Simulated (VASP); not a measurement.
Write the native input for VASP 6.6.1 that does the following.

* Task: single point
* Functional: PBE0
* Potentials or basis: VASP PAW PBE potentials, release 64 (Ca_sv, O)
* Cutoff: 520 eV
* k mesh: 6 × 6 × 6
* Occupations: fermi-dirac, width 0.05 eV
* Spin: no spin polarisation
* Dipole correction: no
* Grid for exact exchange (PRECFOCK): Normal
* Further INCAR settings: ALGO = Normal; EDIFF = 1e-06; NBANDS = 15
* Share of exact exchange: 0.25

The system is CaO.

```
CELL_PARAMETERS angstrom
0.00000 2.40356 2.40356
2.40356 0.00000 2.40356
2.40356 2.40356 0.00000
ATOMIC_POSITIONS crystal
Ca 0.00000 0.00000 0.00000
O 0.50000 0.50000 0.50000
```

One way to write it, as run:

POSCAR

```
CaO
1.0
    0.0000000000      2.4035556960      2.4035556960
    2.4035556960      0.0000000000      2.4035556960
    2.4035556960      2.4035556960      0.0000000000
Ca O
1 1
Direct
    0.0000000000      0.0000000000      0.0000000000
    0.5000000000      0.5000000000      0.5000000000
```

INCAR.step1

```
PREC = Accurate
ENCUT = 520
EDIFF = 1E-5
ISMEAR = -1
SIGMA = 0.05
LREAL = F
LASPH = T
NELM = 60
ALGO = Normal
ISIF = 2
LWAVE = T
LCHARG = F
NBANDS = 15
GGA = PE
```

INCAR.step2

```
PREC = Accurate
ENCUT = 520
EDIFF = 1E-6
ISMEAR = -1
SIGMA = 0.05
LREAL = F
LASPH = T
NELM = 60
ALGO = Normal
ISIF = 2
LWAVE = F
LCHARG = F
GGA = PE
LHFCALC = T
AEXX = 0.25
PRECFOCK = Normal
NBANDS = 15
ISTART = 1
```

KPOINTS

```
Automatic mesh
0
Gamma
  6 6 6
```

Potentials or basis: VASP PAW PBE potentials, release 64 (Ca_sv, O).

The run is started by

```console
$ cat potpaw_PBE.64/Ca_sv/POTCAR potpaw_PBE.64/O/POTCAR > POTCAR
$ cp INCAR.step1 INCAR
$ mpirun -np 1 vasp_std > vasp.out
$ cp INCAR.step2 INCAR
$ mpirun -np 1 vasp_std > vasp.out
```

Results of the run:

```
Pressure               : -0.1 GPa
Band gap on the k mesh : 6.05 eV (least direct gap 6.48 eV)
```

Caveat: the PAW data sets were made with another functional, which shifts forces and pressure a little.

Run time: 41 min on 1 thread of AMD EPYC 7R13, on a shared host, peak memory 0.15 GiB.
